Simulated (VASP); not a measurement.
Here is a VASP 6.6.1 calculation.

File INCAR:

```
SYSTEM = ZnSe3
PREC = Accurate ; ENCUT = 600
EDIFF = 1E-6 ; ISMEAR = 0
SIGMA = 0.1 ; LREAL = .False.
LASPH = .True. ; NELM = 100
ALGO = Normal ; ISIF = 3
LWAVE = .False. ; LCHARG = .False.
GGA = PE ; IBRION = 2
NSW = 90 ; EDIFFG = -0.04
```

The input KPOINTS:

```
regular mesh
0
Gamma
  4 4 4
  0 0 0
```

File POSCAR:

```
ZnSe3
1.0
    4.4872842384      0.0000000000      0.0000000000
    0.0000000000      4.4872842384      0.0000000000
    0.0000000000      0.0000000000      4.4872842384
Zn Se
1 3
Direct
    0.0000000000      0.0000000000      0.0000000000
    0.0000000000      0.5000000000      0.5000000000
    0.5000000000      0.0000000000      0.5000000000
    0.5000000000      0.5000000000      0.0000000000
```

Potentials or basis: VASP PAW PBE potentials, release 64 (Zn, Se).

Launch:

```bash
$ cat potpaw_PBE.64/Zn/POTCAR potpaw_PBE.64/Se/POTCAR > POTCAR
$ mpirun -np 1 vasp_std > vasp.out
```

(1) Predict the space group after relaxing (to 0.1 Å).

(2) Predict the band gap on the k mesh.

## Answers

(1) Pm-3m (No. 221).

(2) zero (bands 15 and 16 overlap by 1.93 eV).
